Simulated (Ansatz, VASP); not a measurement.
**Ti: VASP beside Ansatz**

```
Ti
1.0
    -0.02030    2.01985    2.01985
     2.01985   -0.02030    2.01985
     2.01985    2.01985   -0.02030
Ti
1
Cartesian
  0.0000 0.0000 0.0000
```

Change from the starting cell: equal xy, yz and zx shear strains of -1 %, crystal datasets.

Alike in both runs: task electric field gradients; functional LDA; k mesh 14 × 14 × 14; occupations fermi-dirac, width 0.05 eV; no spin polarisation.

```csv
,VASP,Ansatz
version,VASP 6.6.1,Ansatz 0.2.0
potentials or method,"VASP PAW LDA potentials, release 64 (Ti_sv), cutoff 520 eV","all-electron PAW with datasets made for the crystal, scalar-relativistic"
```

Ansatz gave:

```
pressure (GPa)                                                : -4.9
traceless stress, the component that is largest in VASP (GPa) : 0.53
size of Vzz on the site where it differs most (V/Å²)          : 4.0
```

Task: Estimate VASP's values.

Result: Pressure (GPa): -5.0; traceless stress, the component that is largest in VASP (GPa): 0.52; size of Vzz on the site where it differs most (V/Å²): 4.1.

LDA's correlation is that of Perdew and Zunger in VASP and of Perdew and Wang (1992) in Ansatz. Ansatz ran all-electron here, and VASP with PAW potentials.
